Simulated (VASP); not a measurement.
W: single point with LDA

The system is W.

```
W
1.0
     0.00000    2.06981    2.06981
     2.06981    0.00000    2.06981
     2.06981    2.06981    0.00000
W
1
Direct
  0.00000 0.00000 0.00000
```

This cell differs from its parent crystal: volume scaled by 1.06.

| Item | Value |
| --- | --- |
| Program | VASP 6.6.1 |
| Task | single point |
| Functional | LDA |
| Potentials or basis | VASP PAW LDA potentials, release 64 (W_sv) |
| Cutoff | 520 eV |
| k mesh | 11 × 11 × 11 |
| Occupations | fermi-dirac, width 0.05 eV |
| Spin | no spin polarisation |
| Dipole correction | no |
| Further INCAR settings | ALGO = Fast; EDIFF = 1e-06; NBANDS = 13 |

The pressure is -29.0 GPa and the band gap on the k mesh is zero (band 7 reaches 11.73 eV, above the bottom of band 8 at 8.81 eV).

Levels at points of the mesh, in eV from the Fermi level:
| k point | band 4 | band 5 | band 6 | band 7 | band 8 | band 9 | band 10 | band 11 |
| --- | --- | --- | --- | --- | --- | --- | --- | --- |
| (0.00, 0.00, 0.00) | -37.34 | -8.50 | -0.50 | -0.50 | -0.50 | 2.25 | 2.25 | 12.77 |

Wall time 10 s on 1 thread of Intel(R) Xeon(R) Platinum 8488C (Sapphire Rapids), on a shared host, peak memory 0.13 GiB.

Caveat: spin-orbit coupling is left out, which moves the levels of the heavy elements.
